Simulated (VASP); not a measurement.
# ScPt in VASP: notebook, part 2 of 2

VASP 6.6.1. The steps go on from the part before.

### 4 Electric field gradients, LDA (volume scaled by 0.94)

INCAR

```
SYSTEM = ScPt
PREC     = Accurate       ! precision mode
ENCUT    = 520            ! plane-wave cutoff, eV
EDIFF    = 1E-8           ! SCF threshold, eV
ISMEAR   = -1             ! smearing method
SIGMA    = 0.05           ! smearing width, eV
LREAL    = .False.        ! projectors in reciprocal space
LASPH    = .True.         ! aspherical terms in the spheres
NELM     = 80             ! most SCF steps
ALGO     = Normal         ! electronic algorithm
ISIF     = 2              ! what is computed and relaxed
LWAVE    = .False.        ! write WAVECAR
LCHARG   = .False.        ! write CHGCAR
LEFG     = .True.       
NBANDS   = 18             ! bands
```

KPOINTS

```
regular mesh
0
Gamma
  10 10 10
  0 0 0
```

POSCAR

```
ScPt
1.0
    3.2032465755      0.0000000000      0.0000000000
    0.0000000000      3.2032465755      0.0000000000
    0.0000000000      0.0000000000      3.2032465755
Sc Pt
1 1
Direct
    0.5000000000      0.5000000000      0.5000000000
    0.0000000000      0.0000000000      0.0000000000
```

Potentials or basis: VASP PAW LDA potentials, release 64 (Sc_sv, Pt).

Started as:

```bash
cat potpaw_LDA.64/Sc_sv/POTCAR potpaw_LDA.64/Pt/POTCAR > POTCAR
mpirun -np 1 vasp_std > vasp.out
```

OUTCAR:

```text
SYSTEM = ScPt
   PREC = Accurate
   ENCUT = 520
   EDIFF = 1E-8
   ISMEAR = -1
   LREAL = .False.
   LASPH = .True.
   NELM = 80
   ISIF = 2

 ion  position               nearest neighbor table
   1  0.500  0.500  0.500-   2 2.77   2 2.77   2 2.77   2 2.77   2 2.77   2 2.77   2 2.77   2 2.77

   2  0.000  0.000  0.000-   1 2.77   1 2.77   1 2.77   1 2.77   1 2.77   1 2.77   1 2.77   1 2.77

  LATTYP: Found a simple cubic cell.
 ALAT       =     3.2032465755

  Lattice vectors:

 A1 = (   3.2032465755,   0.0000000000,   0.0000000000)
 A2 = (   0.0000000000,   3.2032465755,   0.0000000000)
 A3 = (   0.0000000000,   0.0000000000,   3.2032465755)

Analysis of symmetry for initial positions (statically):
=====================================================================
 Subroutine PRICEL returns:
 Original cell was already a primitive cell.

 Routine SETGRP: Setting up the symmetry group for a
 simple cubic supercell.

 Subroutine GETGRP returns: Found 48 space group operations
 (whereof 48 operations were pure point group operations)
 out of a pool of 48 trial point group operations.

The static configuration has the point symmetry O_h .

Analysis of symmetry for dynamics (positions and initial velocities):
=====================================================================
 Subroutine PRICEL returns:
 Original cell was already a primitive cell.

 Routine SETGRP: Setting up the symmetry group for a
 simple cubic supercell.

 Subroutine GETGRP returns: Found 48 space group operations
 (whereof 48 operations were pure point group operations)
 out of a pool of 48 trial point group operations.

The dynamic configuration has the point symmetry O_h .
[... 150 lines left out ...]
 cond. band min:       8.7066657871   @ k =   0.5000   0.5000   0.1000
 fundamental gap:      0.0890583185
 Fermi energy:         8.6523740751

 k-point     1 :       0.0000    0.0000    0.0000
  band No.  band energies     occupation
      1     -40.4331      2.00000
      2     -19.3028      2.00000
      3     -19.3028      2.00000
      4     -19.3028      2.00000
      5       0.1778      2.00000
      6       2.9290      2.00000
[... 481 lines left out ...]
      5       2.0008      2.00000
      6       3.6434      2.00000
[... 10 lines left out ...]
     17      18.8084      0.00000
     18      19.6143      0.00000

 [... further k-points ...]
[... 5 lines left out ...]
  --------------------------------------------------------------------------------------
  -------------------------------------------------------------------------------------
  Total        1.0414694      1.0414694      1.0414694     -0.0000000      0.0000000      0.0000000
  in kB       50.7675260     50.7675260     50.7675260     -0.0000000      0.0000000      0.0000000
  external PRESSURE =      50.7675260 kB  Pullay stress =       0.0000000 kB

 VOLUME and BASIS-vectors are now :
 -----------------------------------------------------------------------------
  energy-cutoff  :      520.00
  volume of cell :       32.87
      direct lattice vectors                 reciprocal lattice vectors
     3.203246576  0.000000000  0.000000000     0.312183273  0.000000000  0.000000000
     0.000000000  3.203246576  0.000000000     0.000000000  0.312183273  0.000000000
     0.000000000  0.000000000  3.203246576     0.000000000  0.000000000  0.312183273

 POSITION                                       TOTAL-FORCE (eV/Angst)
 -----------------------------------------------------------------------------------
      1.60162      1.60162      1.60162         0.000000      0.000000      0.000000
      0.00000      0.00000      0.00000         0.000000      0.000000      0.000000
 -----------------------------------------------------------------------------------
    total drift:                                0.000000      0.000000     -0.000000

  FREE ENERGIE OF THE ION-ELECTRON SYSTEM (eV)
  ---------------------------------------------------
  free  energy   TOTEN  =       -16.6539535806 eV

  energy  without entropy=      -16.6392450590  energy(sigma->0) =      -16.64659932

 Electric field gradients (V/A^2)
---------------------------------------------------------------------
 ion       V_xx      V_yy      V_zz      V_xy      V_xz      V_yz
---------------------------------------------------------------------
   1       0.000     0.000    -0.000     0.000     0.000    -0.000
   2       0.000     0.000    -0.000     0.000    -0.000     0.000
---------------------------------------------------------------------

 Electric field gradients after diagonalization (V/A^2)
 (convention: |V_zz| > |V_xx| > |V_yy|)
----------------------------------------------------------------------
 ion       V_xx      V_yy      V_zz     asymmetry (V_yy - V_xx)/ V_zz
----------------------------------------------------------------------
   1       0.000     0.000    -0.000       0.138
   2       0.000     0.000    -0.000       0.093
----------------------------------------------------------------------

           NMR quadrupolar parameters

 Cq : quadrupolar parameter    Cq=e*Q*V_zz/h
 eta: asymmetry parameters     (V_yy - V_xx)/ V_zz
 Q  : nuclear electric quadrupole moment in mb (millibarn)
----------------------------------------------------------------------
 ion       Cq(MHz)       eta       Q (mb)
----------------------------------------------------------------------
   1      -0.000       0.138       1.000
   2      -0.000       0.093       1.000
----------------------------------------------------------------------
```

OSZICAR:

```text
N       E                     dE             d eps       ncg     rms          rms(c)
DAV:   1     0.192908565073E+03    0.19291E+03   -0.10475E+04  2120   0.125E+03
DAV:   2    -0.907881466645E+01   -0.20199E+03   -0.19468E+03  2112   0.376E+02
DAV:   3    -0.177976922867E+02   -0.87189E+01   -0.83804E+01  2800   0.894E+01
DAV:   4    -0.179619794092E+02   -0.16429E+00   -0.16357E+00  2984   0.125E+01
DAV:   5    -0.179639002263E+02   -0.19208E-02   -0.19207E-02  2608   0.965E-01    0.111E+01
DAV:   6    -0.168703662370E+02    0.10935E+01   -0.15485E+00  2878   0.186E+01    0.458E+00
DAV:   7    -0.166779262711E+02    0.19244E+00   -0.64145E-01  2938   0.677E+00    0.111E+00
DAV:   8    -0.166598998783E+02    0.18026E-01   -0.59105E-02  3074   0.235E+00    0.577E-01
DAV:   9    -0.166546856938E+02    0.52142E-02   -0.18503E-02  2480   0.216E+00    0.266E-01
DAV:  10    -0.166540578223E+02    0.62787E-03   -0.43715E-03  2682   0.960E-01    0.662E-02
DAV:  11    -0.166539540347E+02    0.10379E-03   -0.34945E-04  2964   0.265E-01    0.834E-03
DAV:  12    -0.166539537614E+02    0.27333E-06   -0.98175E-06  3114   0.317E-02    0.369E-03
DAV:  13    -0.166539536041E+02    0.15725E-06   -0.86856E-07  3060   0.125E-02    0.195E-03
DAV:  14    -0.166539535806E+02    0.23556E-07   -0.93532E-08  2234   0.210E-03    0.967E-05
DAV:  15    -0.166539535806E+02   -0.12051E-10   -0.86920E-10  1200   0.456E-04
   1 F= -.16653954E+02 E0= -.16646599E+02  d E =-.147085E-01
```

stdout:

```text
POSCAR found type information on POSCAR ScPt
 POSCAR found :  2 types and       2 ions
 scaLAPACK will be used
 LDA part: xc-table for (Slater(with rela. corr.)+CA(PZ))
 , standard interpolation
 POSCAR, INCAR and KPOINTS ok, starting setup
 FFT: planning ... GRIDC
 FFT: planning ... GRID_SOFT
 FFT: planning ... GRID
 WAVECAR not read
 entering main loop
ion   1

ion   2
```

Wall time 55 s (1 thread of AMD EPYC 7R43 (Zen 3), shared host); peak memory 0.12 GiB.

Results:

- Free energy: -16.6540 eV
- Pressure: 5.1 GPa

Caveat: without QUAD_EFG the Cq values of the log hold for a quadrupole moment of 1 mb, not for the nuclei; spin-orbit coupling is left out, which moves the levels of the heavy elements.

### 5 Electric field gradients, LDA (volume scaled by 0.98)

INCAR

```
SYSTEM = ScPt
PREC = Accurate
ENCUT = 520
EDIFF = 1E-8
ISMEAR = -1
SIGMA = 0.05
LREAL = .FALSE.
LASPH = .TRUE.
NELM = 60
ALGO = Normal
ISIF = 2
LWAVE = .FALSE.
LCHARG = .FALSE.
LEFG = .TRUE.
NBANDS = 18
```

KPOINTS

```
regular mesh
0
G
  10 10 10
  0 0 0
```

POSCAR

```
ScPt
1.0
    3.2480530300      0.0000000000      0.0000000000
    0.0000000000      3.2480530300      0.0000000000
    0.0000000000      0.0000000000      3.2480530300
Sc Pt
1 1
Direct
    0.5000000000      0.5000000000      0.5000000000
    0.0000000000      0.0000000000      0.0000000000
```

Potentials or basis: VASP PAW LDA potentials, release 64 (Sc_sv, Pt).

Started as:

```bash
cat potpaw_LDA.64/Sc_sv/POTCAR potpaw_LDA.64/Pt/POTCAR > POTCAR
mpirun -np 1 vasp_std > vasp.out
```

OUTCAR:

```text
SYSTEM = ScPt
   PREC = Accurate
   ENCUT = 520
   EDIFF = 1E-8
   ISMEAR = -1
   LREAL = .FALSE.
   LASPH = .TRUE.
   NELM = 60
   ISIF = 2

 ion  position               nearest neighbor table
   1  0.500  0.500  0.500-   2 2.81   2 2.81   2 2.81   2 2.81   2 2.81   2 2.81   2 2.81   2 2.81

   2  0.000  0.000  0.000-   1 2.81   1 2.81   1 2.81   1 2.81   1 2.81   1 2.81   1 2.81   1 2.81

  LATTYP: Found a simple cubic cell.
 ALAT       =     3.2480530300

  Lattice vectors:

 A1 = (   3.2480530300,   0.0000000000,   0.0000000000)
 A2 = (   0.0000000000,   3.2480530300,   0.0000000000)
 A3 = (   0.0000000000,   0.0000000000,   3.2480530300)

Analysis of symmetry for initial positions (statically):
=====================================================================
 Subroutine PRICEL returns:
 Original cell was already a primitive cell.

 Routine SETGRP: Setting up the symmetry group for a
 simple cubic supercell.

 Subroutine GETGRP returns: Found 48 space group operations
 (whereof 48 operations were pure point group operations)
 out of a pool of 48 trial point group operations.

The static configuration has the point symmetry O_h .

Analysis of symmetry for dynamics (positions and initial velocities):
=====================================================================
 Subroutine PRICEL returns:
 Original cell was already a primitive cell.

 Routine SETGRP: Setting up the symmetry group for a
 simple cubic supercell.

 Subroutine GETGRP returns: Found 48 space group operations
 (whereof 48 operations were pure point group operations)
 out of a pool of 48 trial point group operations.

The dynamic configuration has the point symmetry O_h .

 Subroutine INISYM returns: Found 48 space group operations
 (whereof 48 operations are pure point group operations),
 and found     1 'primitive' translations

----------------------------------------------------------------------------------------

                                     Primitive cell

  volume of cell :      34.2665

  direct lattice vectors                    reciprocal lattice vectors
     3.248053030  0.000000000  0.000000000     0.307876747  0.000000000  0.000000000
     0.000000000  3.248053030  0.000000000     0.000000000  0.307876747  0.000000000
     0.000000000  0.000000000  3.248053030     0.000000000  0.000000000  0.307876747

  length of vectors
     3.248053030  3.248053030  3.248053030     0.307876747  0.307876747  0.307876747

  position of ions in fractional coordinates (direct lattice)
     0.500000000  0.500000000  0.500000000
     0.000000000  0.000000000  0.000000000

  ion indices of the primitive-cell ions
   primitive index   ion index
                 1           1
                 2           2

----------------------------------------------------------------------------------------

 KPOINTS: regular mesh

Automatic generation of k-mesh.
 Grid dimensions read from file:
 generate k-points for:   10   10   10

 Generating k-lattice:

[... 63 lines left out ...]
   EDIFFG = 0.1E-06   stopping-criterion for IOM
   NSW    =      0    number of steps for IOM
   IBRION =     -1    ionic relax: 0-MD 1-quasi-New 2-CG
   NFREE  =      0    steps in history (QN), initial steepest desc. (CG)
   ISIF   =      2    stress and relaxation
   ISYM   =      2    0-nonsym 1-usesym 2-fastsym
   POTIM  = 0.5000    time-step for ionic-motion
   TEBEG  =    0.0;   TEEND  =   0.0 temperature during run
   PSTRESS=    0.0 pullay stress
   NELECT =      21.0000    total number of electrons
   NUPDOWN=      -1.0000    fix difference up-down
   EMIN   =  10.00;   EMAX   =-10.00  energy-range for DOS
   EFERMI =   0.00;   METHOD = LEGACY
   ISMEAR =    -1;   SIGMA  =   0.05  broadening in eV -4-tet -1-fermi 0-gaus
   EFERMI_NEDOS =   21; number of points for ismear=-14 and -15
   IALGO  =     38    algorithm
   IMIX   =      4    mixing-type and parameters
     AMIX     =   0.40;   BMIX     =  1.00
     AMIX_MAG =   1.60;   BMIX_MAG =  1.00
  volume/ion in A,a.u.               =      17.13       115.62
  Fermi-wavevector in a.u.,A,eV,Ry     =   1.390566  2.627788 26.309215  1.933673
  Thomas-Fermi vector in A             =   2.514488
   LORBIT       =      0    0 simple, 1 ext, 2 COOP (PROOUT), +10 PAW based schemes
   GGA     = CA    functional components
   LHFCALC =     F    Hartree Fock is set to
   AEXX    =    0.0000 exact exchange contribution
   IVDW    =     0    specifies the selected vdW correction
   LEPSILON=     F    determine dielectric tensor
   LRPA    =     F    only Hartree local field effects (RPA)
 non-spin polarized calculation
  energy-cutoff  :      520.00
  volume of cell :       34.27
 maximum number of plane-waves:       942
   NGX = 13   NGY = 13   NGZ = 13

 number of electron      20.9999996 magnetization

 Free energy of the ion-electron system (eV)
  ---------------------------------------------------
  ext. energy  EPLUGINS =         0.00000000
  ---------------------------------------------------
  free energy    TOTEN  =       -16.66769612 eV

  energy without entropy =      -16.65292639  energy(sigma->0) =      -16.66031125

 E-fermi :   8.1190     XC(G=0): -12.3448

 val. band max:        8.0944329567   @ k =   0.5000   0.4000   0.3000
 cond. band min:       8.1446371129   @ k =   0.5000   0.1000   0.0000
 fundamental gap:      0.0502041562
 Fermi energy:         8.1190473146

 k-point     1 :       0.0000    0.0000    0.0000
  band No.  band energies     occupation
      1     -41.0688      2.00000
      2     -19.9397      2.00000
      3     -19.9397      2.00000
      4     -19.9397      2.00000
      5      -0.1065      2.00000
      6       2.7160      2.00000
[... 481 lines left out ...]
      5       1.6559      2.00000
      6       3.3890      2.00000
[... 10 lines left out ...]
     17      17.8764      0.00000
     18      18.6627      0.00000

 [... further k-points ...]
[... 5 lines left out ...]
  --------------------------------------------------------------------------------------
  -------------------------------------------------------------------------------------
  Total       -0.4024616     -0.4024616     -0.4024616     -0.0000000     -0.0000000      0.0000000
  in kB      -18.8176641    -18.8176641    -18.8176641     -0.0000000     -0.0000000      0.0000000
  external PRESSURE =     -18.8176641 kB  Pullay stress =       0.0000000 kB

 VOLUME and BASIS-vectors are now :
 -----------------------------------------------------------------------------
  energy-cutoff  :      520.00
  volume of cell :       34.27
      direct lattice vectors                 reciprocal lattice vectors
     3.248053030  0.000000000  0.000000000     0.307876747  0.000000000  0.000000000
     0.000000000  3.248053030  0.000000000     0.000000000  0.307876747  0.000000000
     0.000000000  0.000000000  3.248053030     0.000000000  0.000000000  0.307876747

 POSITION                                       TOTAL-FORCE (eV/Angst)
 -----------------------------------------------------------------------------------
      1.62403      1.62403      1.62403         0.000000      0.000000      0.000000
      0.00000      0.00000      0.00000         0.000000      0.000000      0.000000
 -----------------------------------------------------------------------------------
    total drift:                                0.000000      0.000000     -0.000000

  FREE ENERGIE OF THE ION-ELECTRON SYSTEM (eV)
  ---------------------------------------------------
  free  energy   TOTEN  =       -16.6676961210 eV

  energy  without entropy=      -16.6529263861  energy(sigma->0) =      -16.66031125

 Electric field gradients (V/A^2)
---------------------------------------------------------------------
 ion       V_xx      V_yy      V_zz      V_xy      V_xz      V_yz
---------------------------------------------------------------------
   1      -0.000    -0.000     0.000    -0.000     0.000    -0.000
   2       0.000     0.000    -0.000    -0.000     0.000     0.000
---------------------------------------------------------------------

 Electric field gradients after diagonalization (V/A^2)
 (convention: |V_zz| > |V_xx| > |V_yy|)
----------------------------------------------------------------------
 ion       V_xx      V_yy      V_zz     asymmetry (V_yy - V_xx)/ V_zz
----------------------------------------------------------------------
   1      -0.000     0.000    -0.000      -1.139
   2       0.000    -0.000     0.000      -1.627
----------------------------------------------------------------------

           NMR quadrupolar parameters

 Cq : quadrupolar parameter    Cq=e*Q*V_zz/h
 eta: asymmetry parameters     (V_yy - V_xx)/ V_zz
 Q  : nuclear electric quadrupole moment in mb (millibarn)
----------------------------------------------------------------------
 ion       Cq(MHz)       eta       Q (mb)
----------------------------------------------------------------------
   1      -0.000      -1.139       1.000
   2       0.000      -1.627       1.000
----------------------------------------------------------------------
```

OSZICAR:

```text
N       E                     dE             d eps       ncg     rms          rms(c)
DAV:   1     0.191309599148E+03    0.19131E+03   -0.10553E+04  2088   0.125E+03
DAV:   2    -0.896951269239E+01   -0.20028E+03   -0.19357E+03  2096   0.375E+02
DAV:   3    -0.178654012004E+02   -0.88959E+01   -0.83642E+01  2730   0.878E+01
DAV:   4    -0.180489037559E+02   -0.18350E+00   -0.18272E+00  3020   0.127E+01
DAV:   5    -0.180504455944E+02   -0.15418E-02   -0.15417E-02  2648   0.875E-01    0.102E+01
DAV:   6    -0.168901966887E+02    0.11602E+01   -0.16964E+00  2804   0.192E+01    0.415E+00
DAV:   7    -0.166940982126E+02    0.19610E+00   -0.68968E-01  2858   0.680E+00    0.111E+00
DAV:   8    -0.166739208487E+02    0.20177E-01   -0.71275E-02  3084   0.258E+00    0.581E-01
DAV:   9    -0.166687833645E+02    0.51375E-02   -0.22732E-02  2542   0.237E+00    0.289E-01
DAV:  10    -0.166678375712E+02    0.94579E-03   -0.63068E-03  2668   0.113E+00    0.741E-02
DAV:  11    -0.166676966664E+02    0.14090E-03   -0.46466E-04  3010   0.297E-01    0.922E-03
DAV:  12    -0.166676963261E+02    0.34031E-06   -0.11813E-05  3118   0.355E-02    0.396E-03
DAV:  13    -0.166676961464E+02    0.17973E-06   -0.89642E-07  3034   0.125E-02    0.204E-03
DAV:  14    -0.166676961203E+02    0.26079E-07   -0.10848E-07  2306   0.216E-03    0.120E-04
DAV:  15    -0.166676961210E+02   -0.64369E-09   -0.10167E-09  1186   0.419E-04
   1 F= -.16667696E+02 E0= -.16660311E+02  d E =-.147697E-01
```

Wall time 57 s (1 thread of AMD EPYC 7R43 (Zen 3), shared host); peak memory 0.12 GiB.

Results:

| Quantity | Value |
| --- | --- |
| Free energy | -16.6677 eV |
| Pressure | -1.9 GPa |

Caveat: without QUAD_EFG the Cq values of the log hold for a quadrupole moment of 1 mb, not for the nuclei; spin-orbit coupling is left out, which moves the levels of the heavy elements.

### 6 The runs side by side

| cell | gap on the mesh (eV) | pressure (GPa) |
| --- | --- | --- |
| a = 3.335, b = 3.335, c = 3.270 Å, 2 atoms | none | -9.9 |
| a = 3.203 Å, 2 atoms | none | 5.1 |
| a = 3.248 Å, 2 atoms | none | -1.9 |

Alike in all rows: task electric field gradients; level LDA; potentials or basis VASP PAW LDA potentials, release 64 (Sc_sv, Pt); no spin polarisation; k mesh 10 × 10 × 10; cutoff (eV) 520; smearing fermi-dirac 0.05 eV.

Caveats: spin-orbit coupling is left out, which moves the levels of the heavy elements.

Absolute energies hang on the potentials; compare differences alone.
